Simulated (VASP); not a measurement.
# Si2Mo (I4/mmm) in VASP: relaxation of cell and atoms with PBEsol

Aim: the relaxation of cell and atoms of Si2Mo with PBEsol.

Everything below comes from runs of VASP 6.6.1. Logs are shortened: lines on timing, memory, paths and dates and some standing lists are left out, and cuts for length are marked.

**1. The cell of the first run**

The structure is tetragonal, space group I4/mmm (No. 139). Conventional cell: a = 3.217 Å, b = 3.217 Å, c = 7.873 Å, α = 90.00°, β = 90.00°, γ = 90.00°. Within 3.4 Å of Si (site symmetry 4mm) lie 9 Si at 2.60 to 3.22 Å and 5 Mo at 2.62 to 2.64 Å. Mo (site symmetry 4/mmm) has 10 Si at 2.62 to 2.64 Å and 4 Mo at 3.22 Å within 3.5 Å.

**2. Relaxation of cell and atoms, PBEsol**

Input file INCAR:

```
PREC = Accurate
ENCUT = 600
EDIFF = 1E-6
ISMEAR = 0
SIGMA = 0.1
LREAL = False
LASPH = True
NELM = 100
ALGO = Normal
ISIF = 3
LWAVE = False
LCHARG = False
GGA = PS
IBRION = 2
NSW = 70
EDIFFG = -0.005
```

Input file KPOINTS:

```
Automatic mesh
0
Gamma
  18 18 18
```

Input file POSCAR:

```
Si2Mo
1.0
   -1.6084236828      1.6084236828      3.9365100029
    1.6084236828     -1.6084236828      3.9365100029
    1.6084236828      1.6084236828     -3.9365100029
Si Mo
2 1
Direct
    0.3350991394      0.3350991394      0.0000000000
    0.6649008606      0.6649008606      0.0000000000
    0.0000000000      0.0000000000      0.0000000000
```

Potentials or basis: VASP PAW PBE potentials, release 64 (Si, Mo_sv).

Started as:

```
cat potpaw_PBE.64/Si/POTCAR potpaw_PBE.64/Mo_sv/POTCAR > POTCAR
mpirun -np 1 vasp_std > vasp.out
```

OUTCAR:

```text
PREC = Accurate
   ENCUT = 600
   EDIFF = 1E-6
   ISMEAR = 0
   LREAL = False
   LASPH = True
   NELM = 100
   ISIF = 3
   GGA = PS
   IBRION = 2
   NSW = 70
   EDIFFG = -0.005

 ion  position               nearest neighbor table
   1  0.335  0.335  0.000-   2 2.60   3 2.62   3 2.62   3 2.62   3 2.62   3 2.64   2 2.64   2 2.64
                             2 2.64   2 2.64
   2  0.665  0.665  0.000-   1 2.60   3 2.62   3 2.62   3 2.62   3 2.62   3 2.64   1 2.64   1 2.64
                             1 2.64   1 2.64
   3  0.000  0.000  0.000-   2 2.62   2 2.62   2 2.62   1 2.62   1 2.62   1 2.62   2 2.62   1 2.62
                             1 2.64   2 2.64

  LATTYP: Found a body centered tetragonal cell.
 ALAT       =     3.2168473656
 C/A-ratio  =     2.4474334996

  Lattice vectors:

 A1 = (  -1.6084236828,   1.6084236828,   3.9365100029)
 A2 = (   1.6084236828,  -1.6084236828,   3.9365100029)
 A3 = (   1.6084236828,   1.6084236828,  -3.9365100029)

Analysis of symmetry for initial positions (statically):
=====================================================================
 Subroutine PRICEL returns:
 Original cell was already a primitive cell.

 Routine SETGRP: Setting up the symmetry group for a
 body centered tetragonal supercell.

 Subroutine GETGRP returns: Found 16 space group operations
 (whereof 16 operations were pure point group operations)
 out of a pool of 16 trial point group operations.

The static configuration has the point symmetry D_4h.

Analysis of symmetry for dynamics (positions and initial velocities):
=====================================================================
 Subroutine PRICEL returns:
 Original cell was already a primitive cell.

 Routine SETGRP: Setting up the symmetry group for a
 body centered tetragonal supercell.

 Subroutine GETGRP returns: Found 16 space group operations
 (whereof 16 operations were pure point group operations)
 out of a pool of 16 trial point group operations.

The dynamic configuration has the point symmetry D_4h.

 Subroutine INISYM returns: Found 16 space group operations
 (whereof 16 operations are pure point group operations),
 and found     1 'primitive' translations

----------------------------------------------------------------------------------------

                                     Primitive cell

  volume of cell :      40.7354

  direct lattice vectors                    reciprocal lattice vectors
    -1.608423683  1.608423683  3.936510003     0.000000000  0.310863366  0.127016062
     1.608423683 -1.608423683  3.936510003     0.310863366  0.000000000  0.127016062
     1.608423683  1.608423683 -3.936510003     0.310863366  0.310863366  0.000000000

  length of vectors
     4.546445259  4.546445259  4.546445259     0.335811126  0.335811126  0.439627188

  position of ions in fractional coordinates (direct lattice)
     0.335099139  0.335099139  0.000000000
     0.664900861  0.664900861  0.000000000
     0.000000000  0.000000000  0.000000000

  ion indices of the primitive-cell ions
   primitive index   ion index
                 1           1
                 2           2
                 3           3

----------------------------------------------------------------------------------------

 KPOINTS: Automatic mesh

Automatic generation of k-mesh.
 Grid dimensions read from file:
 generate k-points for:   18   18   18

 Generating k-lattice:

  Cartesian coordinates                     Fractional coordinates (reciprocal lattice)
     0.000000000  0.017270187  0.007056448     0.055555556  0.000000000  0.000000000
     0.017270187  0.000000000  0.007056448     0.000000000  0.055555556  0.000000000
     0.017270187  0.017270187  0.000000000     0.000000000  0.000000000  0.055555556

  Length of vectors
     0.018656174  0.018656174  0.024423733

  Shift w.r.t. Gamma in fractional coordinates (k-lattice)
     0.000000000  0.000000000  0.000000000

 Subroutine IBZKPT returns following result:
 ===========================================

 Found    480 irreducible k-points:

 Following reciprocal coordinates:
            Coordinates               Weight
  0.000000  0.000000  0.000000      1.000000
  0.055556 -0.000000  0.000000      8.000000
  0.111111 -0.000000  0.000000      8.000000
  0.166667  0.000000  0.000000      8.000000
  0.222222  0.000000 -0.000000      8.000000
  0.277778  0.000000 -0.000000      8.000000
[... 16 lines left out ...]
 -0.277778  0.055556  0.000000     16.000000
 -0.222222  0.055556 -0.000000     16.000000
 [... further k-points ...]
   k-points           NKPTS =    480   k-points in BZ     NKDIM =    480   number of bands    NBANDS=     15
   number of dos      NEDOS =    301   number of ions     NIONS =      3
   total plane-waves  NPLWV =  46656
   dimension x,y,z NGX =    36 NGY =   36 NGZ =   36
   dimension x,y,z NGXF=    72 NGYF=   72 NGZF=   72
   ions per type =               2   1
   NGX,Y,Z   is equivalent  to a cutoff of  13.16, 13.16, 13.16 a.u.
   NGXF,Y,Z  is equivalent  to a cutoff of  26.33, 26.33, 26.33 a.u.
 SYSTEM =  unknown system
   PREC   = accura    normal or accurate (medium, high low for compatibility)
   ISTART =      0    job   : 0-new  1-cont  2-samecut
   ICHARG =      2    charge: 1-file 2-atom 10-const
   ISPIN  =      1    spin polarized calculation?
   LNONCOLLINEAR =      F non collinear calculations
   LSORBIT =      F    spin-orbit coupling
   LASPH  =      T    aspherical Exc in radial PAW
   ENCUT  =  600.0 eV  44.10 Ry    6.64 a.u.   9.08  9.08  9.08*2*pi/ulx,y,z
   NELM   =    100;   NELMIN=  2; NELMDL= -5     # of ELM steps
   EDIFF  = 0.1E-05   stopping-criterion for ELM
   LREAL  =      F    real-space projection
   EDIFFG = -.5E-02   stopping-criterion for IOM
   NSW    =     70    number of steps for IOM
   IBRION =      2    ionic relax: 0-MD 1-quasi-New 2-CG
   NFREE  =      1    steps in history (QN), initial steepest desc. (CG)
   ISIF   =      3    stress and relaxation
   ISYM   =      2    0-nonsym 1-usesym 2-fastsym
   POTIM  = 0.5000    time-step for ionic-motion
   TEBEG  =    0.0;   TEEND  =   0.0 temperature during run
   PSTRESS=    0.0 pullay stress
   NELECT =      22.0000    total number of electrons
   NUPDOWN=      -1.0000    fix difference up-down
   EMIN   =  10.00;   EMAX   =-10.00  energy-range for DOS
   EFERMI =   0.00;   METHOD = LEGACY
   ISMEAR =     0;   SIGMA  =   0.10  broadening in eV -4-tet -1-fermi 0-gaus
   EFERMI_NEDOS =   21; number of points for ismear=-14 and -15
   IALGO  =     38    algorithm
   IMIX   =      4    mixing-type and parameters
     AMIX     =   0.40;   BMIX     =  1.00
     AMIX_MAG =   1.60;   BMIX_MAG =  1.00
  volume/ion in A,a.u.               =      13.58        91.63
  Fermi-wavevector in a.u.,A,eV,Ry     =   1.333189  2.519361 24.182889  1.777392
  Thomas-Fermi vector in A             =   2.462066
   LORBIT       =      0    0 simple, 1 ext, 2 COOP (PROOUT), +10 PAW based schemes
   GGA     = PS    functional components
   LHFCALC =     F    Hartree Fock is set to
   AEXX    =    0.0000 exact exchange contribution
   IVDW    =     0    specifies the selected vdW correction
   LEPSILON=     F    determine dielectric tensor
   LRPA    =     F    only Hartree local field effects (RPA)
 conjugate gradient relaxation of ions
 non-spin polarized calculation
 Gauss-broadening in eV      SIGMA  =   0.10
  energy-cutoff  :      600.00
  volume of cell :       40.74
 maximum number of plane-waves:      1384
   NGX = 19   NGY = 19   NGZ = 19

--------------------------------------- Ionic step        1  -------------------------------------------

 number of electron      22.0000000 magnetization

 Free energy of the ion-electron system (eV)
  ---------------------------------------------------
  ext. energy  EPLUGINS =         0.00000000
  ---------------------------------------------------
  free energy    TOTEN  =       -25.06770769 eV

  energy without entropy =      -25.06652768  energy(sigma->0) =      -25.06711769

------------------------ aborting loop because EDIFF is reached ----------------------------------------

  FORCE on cell =-STRESS in cart. coord.  units (eV):
  Direction    XX          YY          ZZ          XY          YZ          ZX
  --------------------------------------------------------------------------------------
  -------------------------------------------------------------------------------------
  Total       -1.1607730     -1.1607730     -1.1605507      0.0000000      0.0000000     -0.0000000
  in kB      -45.6547118    -45.6547118    -45.6459674      0.0000000      0.0000000     -0.0000000
  external PRESSURE =     -45.6517970 kB  Pullay stress =       0.0000000 kB
[... 92 lines left out ...]
  FREE ENERGIE OF THE ION-ELECTRON SYSTEM (eV)
  ---------------------------------------------------
  free  energy   TOTEN  =       -25.0803455828 eV

  energy  without entropy=      -25.0791631219  energy(sigma->0) =      -25.07975435

[... ionic steps 4 to 8 ...]

--------------------------------------- Ionic step        9  -------------------------------------------

 number of electron      22.0000000 magnetization

------------------------ aborting loop because EDIFF is reached ----------------------------------------

  FORCE on cell =-STRESS in cart. coord.  units (eV):
  Direction    XX          YY          ZZ          XY          YZ          ZX
  --------------------------------------------------------------------------------------
  -------------------------------------------------------------------------------------
  Total        0.0116120      0.0116120      0.0166102      0.0000000      0.0000000      0.0000000
  in kB        0.4668347      0.4668347      0.6677751      0.0000000      0.0000000      0.0000000
  external PRESSURE =       0.5338148 kB  Pullay stress =       0.0000000 kB
[... 59 lines left out ...]
  energy  without entropy=      -25.0792662220  energy(sigma->0) =      -25.07985773

--------------------------------------- Ionic step       11  -------------------------------------------

 number of electron      22.0000000 magnetization

 Free energy of the ion-electron system (eV)
  ---------------------------------------------------
  ext. energy  EPLUGINS =         0.00000000
  ---------------------------------------------------
  free energy    TOTEN  =       -25.08045115 eV

  energy without entropy =      -25.07926738  energy(sigma->0) =      -25.07985926

 E-fermi :  12.3126     XC(G=0): -12.5545

 val. band max:       12.3115304635   @ k =  -0.3333  -0.3333   0.2778
 cond. band min:      12.3160120120   @ k =  -0.0556   0.0556   0.0000
 fundamental gap:      0.0044815485
 Fermi energy:        12.3126056754

 k-point     1 :       0.0000    0.0000    0.0000
  band No.  band energies     occupation
      1     -48.2963      2.00000
      2     -22.4860      2.00000
      3     -22.4037      2.00000
      4     -22.4037      2.00000
      5      -1.1740      2.00000
      6       5.8527      2.00000
      7       8.9189      2.00000
      8       9.1791      2.00000
      9       9.6757      2.00000
     10       9.6757      2.00000
     11      12.6929      0.00000
     12      15.4512      0.00000
     13      15.5372      0.00000
     14      15.8635      0.00000
     15      15.8635      0.00000
[... 397 lines left out ...]
 k-point    24 :      -0.2222    0.0556   -0.0000
  band No.  band energies     occupation
      1     -48.2877      2.00000
      2     -22.5149      2.00000
      3     -22.4757      2.00000
      4     -22.4011      2.00000
      5      -0.2991      2.00000
      6       5.9360      2.00000
      7       7.2294      2.00000
      8       9.0343      2.00000
      9       9.6814      2.00000
     10      10.4868      2.00000
     11      10.9984      2.00000
     12      14.1742      0.00000
     13      14.5694      0.00000
     14      16.4427      0.00000
     15      16.7078      0.00000

 [... further k-points ...]
[... 5 lines left out ...]
  --------------------------------------------------------------------------------------
  -------------------------------------------------------------------------------------
  Total       -0.0079390     -0.0079390     -0.0081737      0.0000000      0.0000000      0.0000000
  in kB       -0.3190752     -0.3190752     -0.3285084      0.0000000      0.0000000      0.0000000
  external PRESSURE =      -0.3222196 kB  Pullay stress =       0.0000000 kB
[... 18 lines left out ...]
  FREE ENERGIE OF THE ION-ELECTRON SYSTEM (eV)
  ---------------------------------------------------
  free  energy   TOTEN  =       -25.0804511485 eV

  energy  without entropy=      -25.0792673759  energy(sigma->0) =      -25.07985926

 reached required accuracy - stopping structural energy minimisation
```

It took 15 min on 1 thread of Intel Xeon Platinum 8559C (Emerald Rapids), shared host; peak memory 0.5 GiB.

Results:

```yaml
Free_energy: -25.0805 eV
Relaxed_volume: 13.29 Å³/atom
Relaxed_cell: a = 4.517 Å, b = 4.517 Å, c = 4.517 Å, α = 138.61°, β = 138.61°, γ = 59.96°
Space_group_after_relaxing_to_0.1_Å: I4/mmm (No. 139)
Energy_gained_by_relaxing: 4.2 meV/atom
Ionic_steps: 11
Pressure_after_relaxing: 0.0 GPa
Largest_force_after_relaxing: 0.005 eV/Å
Band_gap_on_the_k_mesh: zero (bands 11 and 12 overlap by 0.94 eV)
```

Forces on the atoms (eV/Å):
```
Si   0.000  0.000 -0.005
Si   0.000  0.000  0.005
Mo   0.000  0.000  0.000
```

The path:
```tsv
step	energy change (eV)	largest force (eV/Å)	pressure (GPa)	volume (Å³)
1	0.0000	0.0427	-4.57	40.74
2	0.0225	0.1396	8.42	38.50
3	-0.0126	0.0219	-0.04	39.88
4	-0.0126	0.0235	0.02	39.86
5	-0.0127	0.0024	0.05	39.85
6	-0.0127	0.0075	0.05	39.85
7	-0.0127	0.0081	0.05	39.85
8	-0.0127	0.0158	0.04	39.86
9	-0.0127	0.0084	0.05	39.85
10	-0.0127	0.0016	-0.08	39.87
11	-0.0127	0.0046	-0.03	39.86
```

Final structure:
```
CELL_PARAMETERS angstrom
-1.59605 1.59605 3.91231
1.59605 -1.59605 3.91231
1.59605 1.59605 -3.91231
ATOMIC_POSITIONS crystal
Si 0.33509 0.33509 0.00000
Si 0.66491 0.66491 0.00000
Mo 0.00000 0.00000 0.00000
```

Caveat: the PAW data sets were made with another functional, which shifts forces and pressure a little.
